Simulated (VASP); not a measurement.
# As (P6/mmm) in VASP: a series of runs

Runs on As. Level: BLYP. Tasks: single point.

Program: VASP 6.6.1. These are calculated values, not measurements. Logs are shortened: lines on timing, memory, paths and dates and some standing lists are left out, and cuts for length are marked.

### Step 1. The cell of the first run

Symmetry: P6/mmm, No. 191, hexagonal system. Conventional cell: a = 5.017 Å, b = 5.017 Å, c = 2.922 Å, α = 90.00°, β = 90.00°, γ = 120.00°. As (site symmetry 6/mmm) has 14 As at 2.92 to 3.24 Å within 3.8 Å. As (site symmetry -6m2) has 11 As at 2.90 to 3.24 Å within 3.8 Å.

This isn't the form of As at room conditions, which is rhombohedral.

### Step 2. Single point, BLYP

INCAR reads:

```
SYSTEM = As
  PREC = Accurate
  ENCUT = 520
  EDIFF = 1E-6
  ISMEAR = -1
  SIGMA = 0.1
  LREAL = .False.
  LASPH = .True.
  NELM = 80
  ALGO = Normal
  ISIF = 2
  LWAVE = .False.
  LCHARG = .False.
  GGA = B5
  ALDAX = 1.0
  AGGAX = 1.0
  AGGAC = 1.0
  ALDAC = 0.0
  NBANDS = 14
```

KPOINTS reads:

```
Automatic mesh
0
Gamma
  8 8 11
  0 0 0
```

POSCAR reads:

```
As
1.0
    5.0170704703      0.0000000000      0.0000000000
   -2.5085352352      4.3449104799      0.0000000000
    0.0000000000      0.0000000000      2.9220852945
As
3
Direct
    1.0000000000      0.0000000000      0.0000000000
    0.3333333333      0.6666666667      0.5000000000
    0.6666666667      0.3333333333      0.5000000000
```

Potentials or basis: VASP PAW PBE potentials, release 64 (As).

Launch:

```bash
cat potpaw_PBE.64/As/POTCAR > POTCAR
mpirun -np 1 vasp_std > vasp.out
```

OUTCAR:

```text
SYSTEM = As
   PREC = Accurate
   ENCUT = 520
   EDIFF = 1E-6
   ISMEAR = -1
   LREAL = .False.
   LASPH = .True.
   NELM = 80
   ISIF = 2
   GGA = B5

 ion  position               nearest neighbor table
   1  0.000  0.000  0.000-
   2  0.333  0.667  0.500-   3 2.90   3 2.90   3 2.90
   3  0.667  0.333  0.500-   2 2.90   2 2.90   2 2.90

  LATTYP: Found a hexagonal cell.
 ALAT       =     5.0170704703
 C/A-ratio  =     0.5824285929

  Lattice vectors:

 A1 = (   5.0170704703,   0.0000000000,   0.0000000000)
 A2 = (  -2.5085352352,   4.3449104799,   0.0000000000)
 A3 = (   0.0000000000,   0.0000000000,   2.9220852945)

Analysis of symmetry for initial positions (statically):
=====================================================================
 Subroutine PRICEL returns:
 Original cell was already a primitive cell.

 Routine SETGRP: Setting up the symmetry group for a
 hexagonal supercell.

 Subroutine GETGRP returns: Found 24 space group operations
 (whereof 24 operations were pure point group operations)
 out of a pool of 24 trial point group operations.

The static configuration has the point symmetry D_6h.

Analysis of symmetry for dynamics (positions and initial velocities):
=====================================================================
 Subroutine PRICEL returns:
 Original cell was already a primitive cell.

 Routine SETGRP: Setting up the symmetry group for a
 hexagonal supercell.

 Subroutine GETGRP returns: Found 24 space group operations
 (whereof 24 operations were pure point group operations)
 out of a pool of 24 trial point group operations.

The dynamic configuration has the point symmetry D_6h.

 Subroutine INISYM returns: Found 24 space group operations
 (whereof 24 operations are pure point group operations),
 and found     1 'primitive' translations

----------------------------------------------------------------------------------------

                                     Primitive cell

  volume of cell :      63.6977

  direct lattice vectors                    reciprocal lattice vectors
     5.017070470  0.000000000  0.000000000     0.199319504  0.115077170  0.000000000
    -2.508535235  4.344910480  0.000000000     0.000000000  0.230154339  0.000000000
     0.000000000  0.000000000  2.922085294     0.000000000  0.000000000  0.342221359

  length of vectors
     5.017070470  5.017070470  2.922085294     0.230154339  0.230154339  0.342221359

  position of ions in fractional coordinates (direct lattice)
     0.000000000  0.000000000  0.000000000
     0.333333333  0.666666667  0.500000000
     0.666666667  0.333333333  0.500000000
[... 92 lines left out ...]
   EFERMI =   0.00;   METHOD = LEGACY
   ISMEAR =    -1;   SIGMA  =   0.10  broadening in eV -4-tet -1-fermi 0-gaus
   EFERMI_NEDOS =   21; number of points for ismear=-14 and -15
   IALGO  =     38    algorithm
   IMIX   =      4    mixing-type and parameters
     AMIX     =   0.40;   BMIX     =  1.00
     AMIX_MAG =   1.60;   BMIX_MAG =  1.00
  volume/ion in A,a.u.               =      21.23       143.28
  Fermi-wavevector in a.u.,A,eV,Ry     =   1.010952  1.910423 13.905485  1.022024
  Thomas-Fermi vector in A             =   2.143972
   LORBIT       =      0    0 simple, 1 ext, 2 COOP (PROOUT), +10 PAW based schemes
   GGA     = B5    functional components
   LHFCALC =     F    Hartree Fock is set to
   AEXX    =    0.0000 exact exchange contribution
   IVDW    =     0    specifies the selected vdW correction
   LEPSILON=     F    determine dielectric tensor
   LRPA    =     F    only Hartree local field effects (RPA)
 non-spin polarized calculation
  energy-cutoff  :      520.00
  volume of cell :       63.70
 maximum number of plane-waves:      1738
 NGX is ok and might be reduce to    40
   NGX = 19   NGY = 19   NGZ = 11

 number of electron      15.0000000 magnetization

 Free energy of the ion-electron system (eV)
  ---------------------------------------------------
  ext. energy  EPLUGINS =         0.00000000
  ---------------------------------------------------
  free energy    TOTEN  =       -10.16595918 eV

  energy without entropy =      -10.10170254  energy(sigma->0) =      -10.13383086

 E-fermi :   5.6759     XC(G=0):  -9.6003

 val. band max:        5.6688438217   @ k =   0.3750   0.1250   0.1818
 cond. band min:       5.7546796742   @ k =   0.1250   0.1250   0.3636
 fundamental gap:      0.0858358525
 Fermi energy:         5.6758789800

 k-point     1 :       0.0000    0.0000    0.0000
  band No.  band energies     occupation
      1      -8.4571      2.00000
      2      -4.1509      2.00000
      3      -3.9521      2.00000
      4       1.7228      2.00000
      5       1.7228      2.00000
      6       2.0123      2.00000
      7       2.0123      2.00000
      8       7.8949      0.00000
      9      10.3572      0.00000
     10      10.3572      0.00000
     11      11.1663      0.00000
     12      11.1769      0.00000
     13      13.0613      0.00000
     14      17.6143      0.00000
[... 377 lines left out ...]
      1      -6.9792      2.00000
      2      -5.4139      2.00000
      3      -4.2548      2.00000
      4       0.6302      2.00000
      5       3.1620      2.00000
      6       5.3723      1.90836
      7       5.7720      0.55337
      8       5.7811      0.51767
      9       7.1796      0.00000
     10       7.6229      0.00000
     11       7.8681      0.00000
     12       8.4151      0.00000
     13      14.1972      0.00000
     14      14.6832      0.00000

 [... further k-points ...]

------------------------ aborting loop because EDIFF is reached ----------------------------------------

  FORCE on cell =-STRESS in cart. coord.  units (eV):
  Direction    XX          YY          ZZ          XY          YZ          ZX
  --------------------------------------------------------------------------------------
  -------------------------------------------------------------------------------------
  Total        0.0847278      0.0847278      0.0780269     -0.0000000     -0.0000000      0.0000000
  in kB        2.1311427      2.1311427      1.9625957     -0.0000000     -0.0000000      0.0000000
  external PRESSURE =       2.0749604 kB  Pullay stress =       0.0000000 kB

 VOLUME and BASIS-vectors are now :
 -----------------------------------------------------------------------------
  energy-cutoff  :      520.00
  volume of cell :       63.70
      direct lattice vectors                 reciprocal lattice vectors
     5.017070470  0.000000000  0.000000000     0.199319504  0.115077170  0.000000000
    -2.508535235  4.344910480  0.000000000     0.000000000  0.230154339  0.000000000
     0.000000000  0.000000000  2.922085294     0.000000000  0.000000000  0.342221359

 POSITION                                       TOTAL-FORCE (eV/Angst)
 -----------------------------------------------------------------------------------
      0.00000      0.00000      0.00000         0.000000     -0.000000      0.000000
     -0.00000      2.89661      1.46104         0.000000     -0.000000      0.000000
      2.50854      1.44830      1.46104        -0.000000      0.000000     -0.000000
 -----------------------------------------------------------------------------------
    total drift:                                0.000000     -0.000000      0.000000

  FREE ENERGIE OF THE ION-ELECTRON SYSTEM (eV)
  ---------------------------------------------------
  free  energy   TOTEN  =       -10.1659591785 eV

  energy  without entropy=      -10.1017025403  energy(sigma->0) =      -10.13383086
```

OSZICAR:

```text
N       E                     dE             d eps       ncg     rms          rms(c)
DAV:   1     0.439214716952E+02    0.43921E+02   -0.58388E+03  1680   0.873E+02
DAV:   2    -0.758631210462E+01   -0.51508E+02   -0.47704E+02  2304   0.134E+02
DAV:   3    -0.101424499983E+02   -0.25561E+01   -0.25208E+01  1968   0.296E+01
DAV:   4    -0.101565917895E+02   -0.14142E-01   -0.14138E-01  2052   0.257E+00
DAV:   5    -0.101566365109E+02   -0.44721E-04   -0.44721E-04  2058   0.155E-01    0.249E+00
DAV:   6    -0.101613535117E+02   -0.47170E-02   -0.25926E-03  1992   0.357E-01    0.148E+00
DAV:   7    -0.101657610560E+02   -0.44075E-02   -0.63312E-03  1932   0.564E-01    0.637E-02
DAV:   8    -0.101658969347E+02   -0.13588E-03   -0.12360E-04  2208   0.728E-02    0.392E-02
DAV:   9    -0.101659585504E+02   -0.61616E-04   -0.70784E-05  1968   0.635E-02    0.391E-03
DAV:  10    -0.101659591785E+02   -0.62804E-06   -0.11103E-06  1686   0.778E-03
   1 F= -.10165959E+02 E0= -.10133831E+02  d E =-.642566E-01
```

stdout:

```text
POSCAR found type information on POSCAR As
 POSCAR found :  1 types and       3 ions
 scaLAPACK will be used
 -----------------------------------------------------------------------------
|                                                                             |
|                                                                             |
|     You enforced a specific xc type in the INCAR file but a different       |
|     I HOPE YOU KNOW WHAT YOU ARE DOING!                                     |
|                                                                             |
 -----------------------------------------------------------------------------

 LDA part: xc-table for (Slater(with rela. corr.)+VWN5), standard interpolation
 POSCAR, INCAR and KPOINTS ok, starting setup
 FFT: planning ... GRIDC
 FFT: planning ... GRID_SOFT
 FFT: planning ... GRID
 WAVECAR not read
 entering main loop
```

It took 73 s on 1 thread of AMD EPYC 7R13, shared host; peak memory 0.17 GiB.

Results:

```
Free energy            : -10.1660 eV
Pressure               : 0.2 GPa
Band gap on the k mesh : zero (an odd number of electrons rules out a gap without spin polarisation)
```

Levels at points of the mesh, in eV from the Fermi level:
```csv
k point,band 5,band 6,band 7,band 8,band 9,band 10,band 11,band 12
"(0.00, 0.00, 0.00)",-3.95,-3.66,-3.66,2.22,4.68,4.68,5.49,5.50
"(0.50, 0.00, 0.00)",-1.40,-1.17,0.99,1.47,1.96,3.67,3.68,5.02
```

Caveat: the PAW data sets were made with another functional, which shifts forces and pressure a little.

[end of part 1 of 2]
